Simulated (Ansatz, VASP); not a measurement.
# Two plane-wave programs on Ag

The input INCAR:

```
SYSTEM = Ag
PREC = Accurate ; ENCUT = 520
EDIFF = 1E-6 ; ISMEAR = 0
SIGMA = 0.15 ; LREAL = .False.
LASPH = .True. ; NELM = 60
ALGO = Fast ; ISIF = 2
LWAVE = .False. ; LCHARG = .True.
GGA = CA ; LELF = .True.
LVHAR = .True. ; NBANDS = 12
```

File KPOINTS:

```
Automatic mesh
0
Gamma
  22 22 22
  0 0 0
```

POSCAR

```
Ag
1.0
   -1.4750942820      1.4750942820      2.0857833148
    1.4750942820     -1.4750942820      2.0857833148
    1.4750942820      1.4750942820     -2.0857833148
Ag
1
Direct
    0.0000000000      0.0000000000      0.0000000000
```

Input for Ansatz:

```yaml
crystal:
  lattice:
    - [-1.475094282, 1.475094282, 2.0857833148]
    - [1.475094282, -1.475094282, 2.0857833148]
    - [1.475094282, 1.475094282, -2.0857833148]
  atoms:
    - { symbol: Ag, position: [0.0, 0.0, 0.0] }
basis:
  ecutwfc: 420
kpoints:
  mp_grid: { grid: [22, 22, 22] }
hamiltonian:
  xc: lda
scf:
  occupations: { method: gaussian, width: 0.15 }
output:
  forces: true
  stress: true
  eigenvalues: true
```

Alike in both runs: task single point; functional LDA; k mesh 22 × 22 × 22; occupations gaussian, width 0.15 eV; no spin polarisation.

|  | VASP | Ansatz |
| --- | --- | --- |
| version | VASP 6.6.1 | Ansatz 0.2.0 |
| potentials or method | VASP PAW LDA potentials, release 64 (Ag), cutoff 520 eV | scalar-relativistic, plane waves, PAW |
| valence electrons in the cell | 11 | 19 |

|  | VASP | Ansatz | Ansatz less VASP |
| --- | --- | --- | --- |
| gap on the k mesh at the Fermi level (eV) | none | none | - |
| pressure (GPa) | -12.0 | -12.2 | -0.24 |

LDA's correlation is that of Perdew and Zunger in VASP and of Perdew and Wang (1992) in Ansatz. A gap of «none» marks a metal or a gap that the smearing closes. VASP's potentials hold 11 valence electrons a cell and Ansatz's 19, so a difference there can come from the potentials and not from the codes.
